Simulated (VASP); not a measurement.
Input of a VASP 6.6.1 run:

The input INCAR:

```
PREC = Accurate ; ENCUT = 520
EDIFF = 1E-7 ; ISMEAR = -1
SIGMA = 0.05 ; LREAL = False
LASPH = True ; NELM = 80
ALGO = Normal ; ISIF = 2
LWAVE = False ; LCHARG = False
GGA = PE ; NBANDS = 12
```

Contents of KPOINTS:

```
Automatic mesh
0
Gamma
  11 11 11
```

File POSCAR:

```
Ti
1.0
   -1.6299862453      1.6299862453      1.6299862453
    1.6299862453     -1.6299862453      1.6299862453
    1.6299862453      1.6299862453     -1.6299862453
Ti
1
Direct
    0.0000000000      0.0000000000      0.0000000000
```

Potentials or basis: VASP PAW PBE potentials, release 64 (Ti_sv).

Run with:

```console
$ cat potpaw_PBE.64/Ti_sv/POTCAR > POTCAR
$ mpirun -np 1 vasp_std > vasp.out
```

Q: What does it give for the band gap on the k mesh?

A: Zero (band 6 reaches 9.12 eV, above the bottom of band 7 at 7.52 eV).

Q: What does it give for the pressure?

A: -0.7 GPa.
